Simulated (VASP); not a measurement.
**Ta: single point with r2SCAN**

The system is Ta.

```
CELL_PARAMETERS angstrom
3.30517 0.00000 0.00000
0.00000 3.30517 0.00000
0.00000 0.00000 3.30517
ATOMIC_POSITIONS crystal
Ta 0.00000 0.00000 0.00000
Ta 0.50000 0.50000 0.50000
```

```yaml
Program: VASP 6.6.1
Task: single point
Functional: r2SCAN
Potentials_or_basis: VASP PAW PBE potentials, release 64 (Ta_pv)
Cutoff: 520 eV
k_mesh: 8 × 8 × 8
Occupations: gaussian, width 0.05 eV
Spin: no spin polarisation
Dipole_correction: no
Further_INCAR_settings: ALGO = Normal; EDIFF = 1e-06; NBANDS = 18
```

```yaml
Pressure: 0.6 GPa
Band_gap_on_the_k_mesh: zero (bands 11 and 12 overlap by 2.80 eV)
```

Levels at points of the mesh, in eV from the Fermi level:
| k point | band 7 | band 8 | band 9 | band 10 | band 11 | band 12 | band 13 | band 14 | band 15 | band 16 |
| --- | --- | --- | --- | --- | --- | --- | --- | --- | --- | --- |
| (0.00, 0.00, 0.00) | -8.27 | -3.88 | -3.88 | 0.89 | 0.89 | 0.89 | 4.37 | 4.37 | 7.14 | 7.14 |
| (0.50, 0.00, 0.00) | -3.89 | -3.89 | -0.85 | -0.85 | 1.39 | 1.39 | 1.39 | 1.39 | 3.44 | 3.44 |
| (0.50, 0.50, 0.00) | -4.50 | -4.50 | -1.51 | -1.51 | 1.51 | 1.51 | 4.24 | 4.24 | 5.30 | 5.30 |
| (0.50, 0.50, 0.50) | -1.29 | -1.29 | -1.29 | -1.29 | -1.29 | -1.29 | 5.48 | 5.48 | 5.48 | 5.48 |

Wall time 64 s on 1 thread of Intel Xeon 8259CL, on a shared host, peak memory 0.17 GiB.

Caveat: the PAW data sets were made with another functional, which shifts forces and pressure a little; spin-orbit coupling is left out, which moves the levels of the heavy elements.
